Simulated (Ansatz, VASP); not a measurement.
NbAs in VASP and in Ansatz

File INCAR:

```
SYSTEM = NbAs
  PREC = Accurate
  ENCUT = 520
  EDIFF = 1E-6
  ISMEAR = 0
  SIGMA = 0.1
  LREAL = .False.
  LASPH = .True.
  NELM = 120
  ALGO = Normal
  ISIF = 2
  LWAVE = .False.
  LCHARG = .False.
  GGA = PE
  NBANDS = 36
  GGA_COMPAT = .False.
```

Contents of KPOINTS:

```
regular mesh
0
Gamma
  2 2 2
  0 0 0
```

File POSCAR:

```
NbAs
1.0
   -1.7258500000      1.7258500000      5.8400000000
    1.7258500000     -1.7258500000      5.8400000000
    1.7258500000      1.7258500000     -5.8400000000
Nb As
2 2
Direct
    0.7500000000      0.7500000000      0.0000000000
    0.5000000000      0.0000000000      0.5000000000
    0.1660000000      0.1660000000      0.0000000000
    0.9160000000      0.4160000000      0.5000000000
```

Input for Ansatz:

```yaml
crystal:
  lattice:
    - [-1.72585, 1.72585, 5.84]
    - [1.72585, -1.72585, 5.84]
    - [1.72585, 1.72585, -5.84]
  atoms:
    - { symbol: Nb, position: [0.75, 0.75, 0.0] }
    - { symbol: Nb, position: [0.5, 0.0, 0.5] }
    - { symbol: As, position: [0.166, 0.166, 0.0] }
    - { symbol: As, position: [0.916, 0.416, 0.5] }
basis: {}
kpoints:
  mp_grid: { grid: [2, 2, 2] }
hamiltonian:
  xc: pbe
scf:
  occupations: { method: gaussian, width: 0.1 }
  max_iter: 30
  convergence: { dr2_threshold: "1e-9 eV" }
output:
  forces: true
  stress: true
  eigenvalues: true
```

Alike in both runs: task single point; functional PBE; k mesh 2 × 2 × 2; occupations gaussian, width 0.1 eV; no spin polarisation.

|  | VASP | Ansatz |
| --- | --- | --- |
| version | VASP 6.6.1 | Ansatz 0.2.0 |
| potentials or method | VASP PAW PBE potentials, release 64 (Nb_sv, As_d) | scalar-relativistic, plane waves, PAW |
| plane-wave cutoff (eV) | 520 | 420 |
| valence electrons in the cell | 56 | 56 |

|  | VASP | Ansatz | Ansatz less VASP |
| --- | --- | --- | --- |
| gap on the k mesh at the Fermi level (eV) | 0.04 | 0.04 | 0.000 |
| least direct gap on the mesh (eV) | 0.04 | 0.04 | 0.000 |
| pressure (GPa) | 6.5 | 6.5 | -0.04 |
| traceless stress, the component that is largest in VASP (GPa) | 3.17 | 3.18 | +0.007 |
| rms of the force components (eV/Å) | 0.036 | 0.036 | -0.0003 |

Atom by atom the forces differ by 0.000 eV/Å (rms over components). Ansatz's warnings: stress scf threshold loose.

The k mesh is coarse, so the values compare programs but aren't converged.
